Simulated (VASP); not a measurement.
A run of VASP 6.6.1 is set up as follows.

INCAR

```
SYSTEM = Ga
ALGO     = Fast           ! electronic algorithm
EDIFF    = 1E-7           ! SCF threshold, eV
ENCUT    = 520            ! plane-wave cutoff, eV
GGA      = PE             ! functional
ISIF     = 2              ! what is computed and relaxed
ISMEAR   = 0              ! smearing method
LASPH    = .True.         ! aspherical terms in the spheres
LCHARG   = .True.         ! write CHGCAR
LELF     = .True.         ! ELF
LREAL    = .False.        ! projectors in reciprocal space
LVHAR    = .True.       
LWAVE    = .False.        ! write WAVECAR
NBANDS   = 12             ! bands
NELM     = 80             ! most SCF steps
PREC     = Accurate       ! precision mode
SIGMA    = 0.020999999999999998 ! smearing width, eV
```

KPOINTS

```
k-points
0
Gamma
  13 13 13
  0 0 0
```

File POSCAR:

```
Ga
1.0
   -1.3843987196      1.3843987196      2.3112238365
    1.3843987196     -1.3843987196      2.3112238365
    1.3843987196      1.3843987196     -2.3112238365
Ga
1
Direct
    0.0000000000      0.0000000000      0.0000000000
```

Potentials or basis: VASP PAW PBE potentials, release 64 (Ga_d).

Run with:

```sh
$ cat potpaw_PBE.64/Ga_d/POTCAR > POTCAR
$ mpirun -np 1 vasp_std > vasp.out
```

Task: Estimate the pressure.

Result: 3.4 GPa.

Stress tensor (GPa, compression positive):
```
3.43 0.00 0.00
0.00 3.43 0.00
0.00 0.00 3.35
```
